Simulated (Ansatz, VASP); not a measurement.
Two plane-wave programs on Si3C4

Contents of INCAR:

```
SYSTEM = Si3C4
  ALGO = Normal
  EDIFF = 1E-6
  EDIFFG = -0.04
  ENCUT = 600
  GGA = PE
  IBRION = 2
  ISIF = 3
  ISMEAR = 0
  LASPH = .True.
  LCHARG = .False.
  LREAL = .False.
  LWAVE = .False.
  NELM = 60
  NSW = 90
  PREC = Accurate
  SIGMA = 0.1
```

File KPOINTS:

```
k-points
0
Gamma
  4 4 4
  0 0 0
```

File POSCAR:

```
Si3C4
1.0
    4.6881021300      0.0000000000      0.0000000000
    0.0000000000      4.6881021300      0.0000000000
    0.0000000000      0.0000000000      4.6881021300
Si C
3 4
Direct
    0.0000000000      0.0000000000      0.5000000000
    0.5000000000      0.0000000000      0.0000000000
    0.0000000000      0.5000000000      0.0000000000
    0.7206873300      0.7206873300      0.7206873300
    0.2793126700      0.2793126700      0.7206873300
    0.2793126700      0.7206873300      0.2793126700
    0.7206873300      0.2793126700      0.2793126700
```

Input for Ansatz:

```yaml
crystal:
  lattice:
    - [4.68810213, 0.0, 0.0]
    - [0.0, 4.68810213, 0.0]
    - [0.0, 0.0, 4.68810213]
  atoms:
    - { symbol: Si, position: [0.0, 0.0, 0.5] }
    - { symbol: Si, position: [0.5, 0.0, 0.0] }
    - { symbol: Si, position: [0.0, 0.5, 0.0] }
    - { symbol: C, position: [0.72068733, 0.72068733, 0.72068733] }
    - { symbol: C, position: [0.27931267, 0.27931267, 0.72068733] }
    - { symbol: C, position: [0.27931267, 0.72068733, 0.27931267] }
    - { symbol: C, position: [0.72068733, 0.27931267, 0.27931267] }
basis:
  ecutwfc: 420
kpoints:
  mp_grid: { grid: [4, 4, 4] }
hamiltonian:
  xc: pbe
scf:
  occupations: { method: gaussian, width: 0.1 }
  lower_state_search: "off"
output:
  forces: true
  stress: true
  eigenvalues: true
relax:
  adjacent_minimum: "off"
  f_tol: 0.04
  max_steps: 70
  cell: { stress_tol: 0.4 }
```

Change from the starting cell: species swapped into the Ge3As4 type (P-43m, No. 215).

Alike in both runs: task relaxation of cell and atoms; functional PBE; k mesh 4 × 4 × 4; occupations gaussian, width 0.1 eV; no spin polarisation.

|  | VASP | Ansatz |
| --- | --- | --- |
| version | VASP 6.6.1 | Ansatz 0.2.0 |
| potentials or method | VASP PAW PBE potentials, release 64 (Si, C), cutoff 600 eV | scalar-relativistic, plane waves, PAW |
| valence electrons in the cell | 28 | 28 |

VASP gave:

* gap on the k mesh at the Fermi level, each at its own relaxed structure (eV): none
* relaxed volume (Å³/atom): 12.32
* relaxed cell length with the largest relative difference (Å): 4.418

Problem. What did Ansatz give for the same quantities?

Solution. gap on the k mesh at the Fermi level, each at its own relaxed structure (eV): none; relaxed volume (Å³/atom): 12.34; relaxed cell length with the largest relative difference (Å): 4.421.

A gap of «none» marks a metal or a gap that the smearing closes.

Noted on VASP's run: the volume moved by over 15 % at a fixed basis, so the end points are rough.
